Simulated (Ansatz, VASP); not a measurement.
## One calculation of CoC, two programs

```
Co C
1.0
     0.00000    1.99208    1.99208
     1.99208    0.00000    1.99208
     1.99208    1.99208    0.00000
Co C
1 1
Direct
  0.00000 0.00000 0.00000
  0.50000 0.50000 0.50000
```

Alike in both runs: functional r2SCAN; k mesh 24 × 24 × 24; occupations gaussian, width 0.1 eV; collinear spin.

Ansatz relaxed the structure, and its values are those at the end. VASP's run is a single point on that final structure, the one shown.

```csv
,VASP,Ansatz
version,VASP 6.6.1,Ansatz 0.2.0
potentials or method,"VASP PAW PBE potentials, release 64 (Co, C), cutoff 520 eV","scalar-relativistic, plane waves, PAW"
valence electrons in the cell,13,21
```

|  | VASP | Ansatz | Ansatz less VASP |
| --- | --- | --- | --- |
| gap on the k mesh at the Fermi level (eV) | none | none | - |
| pressure (GPa) | 1.0 | 0.0 | -0.98 |
| net moment per atom (μB) | 0.21 | 0.22 | +0.010 |
| size of the moment on the site where the two differ most (μB) | 0.37 | 0.35 | -0.012 |

VASP's potentials were made for PBE, not for r2SCAN. Site moments also hang on the region over which each program counts them. A gap of «none» marks a metal or a gap that the smearing closes. VASP's potentials hold 13 valence electrons a cell and Ansatz's 21, so a difference there can come from the potentials and not from the codes.
